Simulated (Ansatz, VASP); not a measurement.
Be3ZnSe4 in VASP and in Ansatz

```
CELL_PARAMETERS angstrom
-2.66114 2.66114 5.29872
2.66114 -2.66114 5.29872
2.66114 2.66114 -5.29872
ATOMIC_POSITIONS crystal
Be 0.75000 0.25000 0.50000
Be 0.25000 0.75000 0.50000
Be 0.50000 0.50000 0.00000
Zn 0.00000 0.00000 0.00000
Se 0.39815 0.86496 0.00000
Se 0.86496 0.39815 0.00000
Se 0.60185 0.60185 0.46682
Se 0.13504 0.13504 0.53318
```

Alike in both runs: task relaxation of cell and atoms; functional PBE; k mesh 6 × 6 × 6; occupations gaussian, width 0.02 eV; no spin polarisation.

```csv
,VASP,Ansatz
version,VASP 6.6.1,Ansatz 0.2.0
potentials or method,"VASP PAW PBE potentials, release 64 (Be, Zn, Se), cutoff 600 eV","scalar-relativistic, plane waves, PAW"
valence electrons in the cell,42,82
```

|  | VASP | Ansatz | Ansatz less VASP |
| --- | --- | --- | --- |
| gap on the k mesh at the Fermi level, each at its own relaxed structure (eV) | 2.73 | 2.74 | +0.003 |
| relaxed volume (Å³/atom) | 18.82 | 18.76 | -0.055 |
| relaxed length of the cell vector where the two differ most in proportion (Å) | 6.505 | 6.499 | -0.0063 |

VASP's potentials hold 42 valence electrons a cell and Ansatz's 82, so a difference there can come from the potentials and not from the codes.
